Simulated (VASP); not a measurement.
# TePb (l) (Fm-3m) in VASP: further runs, part 2 of 2

VASP 6.6.1.

### 3 Single point, LDA

INCAR

```
SYSTEM = TePb
PREC = Accurate
ENCUT = 500
EDIFF = 1E-6
ISMEAR = 0
SIGMA = 0.02
LREAL = .False.
LASPH = .True.
NELM = 120
ALGO = Normal
ISIF = 2
LWAVE = .False.
LCHARG = .False.
NBANDS = 17
GGA_COMPAT = .False.
```

KPOINTS

```
regular mesh
0
Gamma
  10 10 10
  0 0 0
```

POSCAR

```
TePb
1.0
    0.0000000000      3.1897089228      3.1897089228
    3.1897089228      0.0000000000      3.1897089228
    3.1897089228      3.1897089228      0.0000000000
Te Pb
1 1
Direct
    0.0000000000      0.0000000000      0.0000000000
    0.5000000000      0.5000000000      0.5000000000
```

Potentials or basis: VASP PAW LDA potentials, release 64 (Te, Pb_d).

Run with:

```console
$ cat potpaw_LDA.64/Te/POTCAR potpaw_LDA.64/Pb_d/POTCAR > POTCAR
$ mpirun -np 1 vasp_std > vasp.out
```

OUTCAR:

```text
SYSTEM = TePb
   PREC = Accurate
   ENCUT = 500
   EDIFF = 1E-6
   ISMEAR = 0
   LREAL = .False.
   LASPH = .True.
   NELM = 120
   ISIF = 2

 ion  position               nearest neighbor table
   1  0.000  0.000  0.000-   2 3.19   2 3.19   2 3.19   2 3.19   2 3.19   2 3.19
   2  0.500  0.500  0.500-   1 3.19   1 3.19   1 3.19   1 3.19   1 3.19   1 3.19

  LATTYP: Found a face centered cubic cell.
 ALAT       =     6.3794178456

  Lattice vectors:

 A1 = (   0.0000000000,   3.1897089228,   3.1897089228)
 A2 = (   3.1897089228,   0.0000000000,   3.1897089228)
 A3 = (   3.1897089228,   3.1897089228,   0.0000000000)

Analysis of symmetry for initial positions (statically):
=====================================================================
 Subroutine PRICEL returns:
 Original cell was already a primitive cell.

 Routine SETGRP: Setting up the symmetry group for a
 face centered cubic supercell.

 Subroutine GETGRP returns: Found 48 space group operations
 (whereof 48 operations were pure point group operations)
 out of a pool of 48 trial point group operations.

The static configuration has the point symmetry O_h .

Analysis of symmetry for dynamics (positions and initial velocities):
=====================================================================
 Subroutine PRICEL returns:
 Original cell was already a primitive cell.

 Routine SETGRP: Setting up the symmetry group for a
 face centered cubic supercell.

 Subroutine GETGRP returns: Found 48 space group operations
 (whereof 48 operations were pure point group operations)
 out of a pool of 48 trial point group operations.

The dynamic configuration has the point symmetry O_h .

 Subroutine INISYM returns: Found 48 space group operations
 (whereof 48 operations are pure point group operations),
 and found     1 'primitive' translations

----------------------------------------------------------------------------------------

                                     Primitive cell

[... 104 lines left out ...]
   EFERMI =   0.00;   METHOD = LEGACY
   ISMEAR =     0;   SIGMA  =   0.02  broadening in eV -4-tet -1-fermi 0-gaus
   EFERMI_NEDOS =   21; number of points for ismear=-14 and -15
   IALGO  =     38    algorithm
   IMIX   =      4    mixing-type and parameters
     AMIX     =   0.40;   BMIX     =  1.00
     AMIX_MAG =   1.60;   BMIX_MAG =  1.00
  volume/ion in A,a.u.               =      32.45       219.00
  Fermi-wavevector in a.u.,A,eV,Ry     =   1.105750  2.089565 16.635625  1.222684
  Thomas-Fermi vector in A             =   2.242242
   LORBIT       =      0    0 simple, 1 ext, 2 COOP (PROOUT), +10 PAW based schemes
   GGA     = CA    functional components
   LHFCALC =     F    Hartree Fock is set to
   AEXX    =    0.0000 exact exchange contribution
   IVDW    =     0    specifies the selected vdW correction
   LEPSILON=     F    determine dielectric tensor
   LRPA    =     F    only Hartree local field effects (RPA)
 non-spin polarized calculation
 Gauss-broadening in eV      SIGMA  =   0.02
  energy-cutoff  :      500.00
  volume of cell :       64.91
 maximum number of plane-waves:      1676
 NGX is ok and might be reduce to    36
   NGX = 17   NGY = 17   NGZ = 17

 number of electron      19.9999999 magnetization

 Free energy of the ion-electron system (eV)
  ---------------------------------------------------
  ext. energy  EPLUGINS =         0.00000000
  ---------------------------------------------------
  free energy    TOTEN  =        -8.77504037 eV

  energy without entropy =       -8.77504037  energy(sigma->0) =       -8.77504037

 E-fermi :   6.0470     XC(G=0):  -9.7445

 val. band max:        5.9361945974   @ k =   0.5000   0.0000   0.0000
 cond. band min:       6.4894137995   @ k =   0.5000   0.0000   0.0000
 fundamental gap:      0.5532192021
 Fermi energy:         6.0470220234

 k-point     1 :       0.0000    0.0000    0.0000
  band No.  band energies     occupation
      1     -10.8117      2.00000
      2     -10.8117      2.00000
      3     -10.7947      2.00000
      4     -10.7947      2.00000
      5     -10.7947      2.00000
      6      -6.4555      2.00000
[... 457 lines left out ...]
      4     -10.7715      2.00000
      5     -10.7703      2.00000
      6      -5.1058      2.00000
[... 9 lines left out ...]
     16      15.6058      0.00000
     17      16.0785      0.00000

 [... further k-points ...]
[... 5 lines left out ...]
  --------------------------------------------------------------------------------------
  -------------------------------------------------------------------------------------
  Total        0.0363079      0.0363079      0.0363079     -0.0000000     -0.0000000      0.0000000
  in kB        0.8962485      0.8962485      0.8962485     -0.0000000     -0.0000000      0.0000000
  external PRESSURE =       0.8962485 kB  Pullay stress =       0.0000000 kB

 VOLUME and BASIS-vectors are now :
 -----------------------------------------------------------------------------
  energy-cutoff  :      500.00
  volume of cell :       64.91
      direct lattice vectors                 reciprocal lattice vectors
     0.000000000  3.189708923  3.189708923    -0.156754115  0.156754115  0.156754115
     3.189708923  0.000000000  3.189708923     0.156754115 -0.156754115  0.156754115
     3.189708923  3.189708923  0.000000000     0.156754115  0.156754115 -0.156754115

 POSITION                                       TOTAL-FORCE (eV/Angst)
 -----------------------------------------------------------------------------------
      0.00000      0.00000      0.00000        -0.000000      0.000000      0.000000
      3.18971      3.18971      3.18971         0.000000     -0.000000     -0.000000
 -----------------------------------------------------------------------------------
    total drift:                                0.000000      0.000000      0.000000

  FREE ENERGIE OF THE ION-ELECTRON SYSTEM (eV)
  ---------------------------------------------------
  free  energy   TOTEN  =        -8.7750403687 eV

  energy  without entropy=       -8.7750403687  energy(sigma->0) =       -8.77504037
```

OSZICAR:

```text
N       E                     dE             d eps       ncg     rms          rms(c)
DAV:   1     0.149214250214E+03    0.14921E+03   -0.89868E+03  1598   0.111E+03
DAV:   2     0.135339880333E+01   -0.14786E+03   -0.14363E+03  1717   0.292E+02
DAV:   3    -0.862482148620E+01   -0.99782E+01   -0.98984E+01  2045   0.812E+01
DAV:   4    -0.887907437270E+01   -0.25425E+00   -0.25409E+00  2001   0.149E+01
DAV:   5    -0.888988627591E+01   -0.10812E-01   -0.10812E-01  2258   0.292E+00    0.366E+00
DAV:   6    -0.878323429684E+01    0.10665E+00   -0.22285E-01  2319   0.352E+00    0.228E+00
DAV:   7    -0.877577908170E+01    0.74552E-02   -0.63735E-02  2237   0.129E+00    0.909E-01
DAV:   8    -0.877511069482E+01    0.66839E-03   -0.73921E-03  2008   0.839E-01    0.110E-01
DAV:   9    -0.877504349649E+01    0.67198E-04   -0.88923E-04  2407   0.286E-01    0.348E-02
DAV:  10    -0.877503955685E+01    0.39396E-05   -0.57765E-05  2045   0.598E-02    0.239E-02
DAV:  11    -0.877504028275E+01   -0.72591E-06   -0.12830E-05  2220   0.232E-02    0.936E-03
DAV:  12    -0.877504036870E+01   -0.85949E-07   -0.80794E-07  1156   0.966E-03
   1 F= -.87750404E+01 E0= -.87750404E+01  d E =-.208316E-17
```

It took 71 s on 1 thread of Intel Xeon 8259CL, shared host; peak memory 0.2 GiB.

Results:

| Quantity | Value |
| --- | --- |
| Free energy | -8.7750 eV |
| Pressure | 0.1 GPa |
| Band gap on the k mesh | 0.55 eV, direct |

Levels at points of the mesh, in eV from the valence-band top:
```tsv
k point	band 8	band 9	band 10	band 11	band 12	band 13
(0.00, 0.00, 0.00)	-1.50	-1.50	-1.50	4.02	4.02	4.02
(0.50, 0.00, 0.00)	-1.00	-1.00	0.00	0.55	1.10	1.10
(0.50, 0.50, 0.00)	-4.84	-3.04	-3.04	3.08	5.52	5.52
```

Caveat: spin-orbit coupling is left out, which moves the levels of the heavy elements.

### 4 Relaxation of cell and atoms, LDA

This run uses another cell than the first one, of 34.99 Å³/atom, 1.078 times its volume.

INCAR

```
PREC = Accurate
ENCUT = 500
EDIFF = 1E-7
ISMEAR = 0
SIGMA = 0.02
LREAL = F
LASPH = T
NELM = 120
ALGO = Normal
ISIF = 3
LWAVE = F
LCHARG = F
IBRION = 2
NSW = 100
EDIFFG = -0.002
GGA_COMPAT = F
NELMIN = 4
```

KPOINTS

```
Automatic mesh
0
Gamma
  8 8 8
```

POSCAR

```
TePb
1.0
    0.0000000000      3.2708968100      3.2708968100
    3.2708968100      0.0000000000      3.2708968100
    3.2708968100      3.2708968100      0.0000000000
Te Pb
1 1
Direct
    0.0000000000      0.0000000000      0.0000000000
    0.5000000000      0.5000000000      0.5000000000
```

Run with:

```console
$ cat potpaw_LDA.64/Te/POTCAR potpaw_LDA.64/Pb_d/POTCAR > POTCAR
$ mpirun -np 1 vasp_std > vasp.out
```

It took 1.8 min on 1 thread of Intel Xeon 8259CL, shared host; peak memory 0.19 GiB.

Results (log left out):

* Free energy: -8.7760 eV
* Relaxed volume: 32.52 Å³/atom
* Relaxed cell: a = 4.514 Å, b = 4.514 Å, c = 4.514 Å, α = 60.00°, β = 60.00°, γ = 60.00°
* Space group after relaxing (to 0.05 Å): Fm-3m (No. 225)
* Energy gained by relaxing: 25.0 meV/atom
* Ionic steps: 3
* Pressure after relaxing: 0.0 GPa
* Band gap on the k mesh: 0.56 eV, direct

The path:
| step | energy change (eV) | largest force (eV/Å) | pressure (GPa) | volume (Å³) |
| --- | --- | --- | --- | --- |
| 1 | 0.0000 | 0.0000 | -3.04 | 69.99 |
| 2 | -0.0439 | 0.0000 | 1.27 | 63.48 |
| 3 | -0.0500 | 0.0000 | 0.00 | 65.05 |

Final structure:
```yaml
crystal:
  lattice:
    - [0.00000, 3.19205, 3.19205]
    - [3.19205, 0.00000, 3.19205]
    - [3.19205, 3.19205, 0.00000]
  atoms:
    - { symbol: Te, position: [0.00000, 0.00000, 0.00000] }
    - { symbol: Pb, position: [0.50000, 0.50000, 0.50000] }
```

Levels at points of the mesh, in eV from the valence-band top:
```
           k point  band 6  band 7  band 8  band 9  band 10  band 11  band 12  band 13  band 14
(0.00, 0.00, 0.00)  -12.37   -5.59   -1.49   -1.49    -1.49     4.02     4.02     4.02     5.69
(0.50, 0.00, 0.00)  -10.84   -8.84   -0.99   -0.99     0.00     0.56     1.10     1.10     8.33
(0.50, 0.50, 0.00)  -10.55   -7.42   -4.82   -3.03    -3.03     3.09     5.51     5.51     6.81
```

Caveat: spin-orbit coupling is left out, which moves the levels of the heavy elements.

### 5 Summary

```csv
task,cell,k mesh,gap on the mesh (eV),pressure (GPa)
single point,"a = 4.512 Å, angles 60.0°, 2 atoms",8 × 8 × 8,0.55,0.1
single point,"a = 4.511 Å, angles 60.0°, 2 atoms",10 × 10 × 10,0.55,0.1
relaxation of cell and atoms,"relaxed from a = 4.626 Å, angles 60.0°, 2 atoms",8 × 8 × 8,0.56,0.0
```

Alike in all rows: level LDA; potentials or basis VASP PAW LDA potentials, release 64 (Te, Pb_d); no spin polarisation; cutoff (eV) 500; smearing gaussian 0.02 eV.

Caveats: spin-orbit coupling is left out, which moves the levels of the heavy elements.

Absolute energies hang on the potentials; compare differences alone.
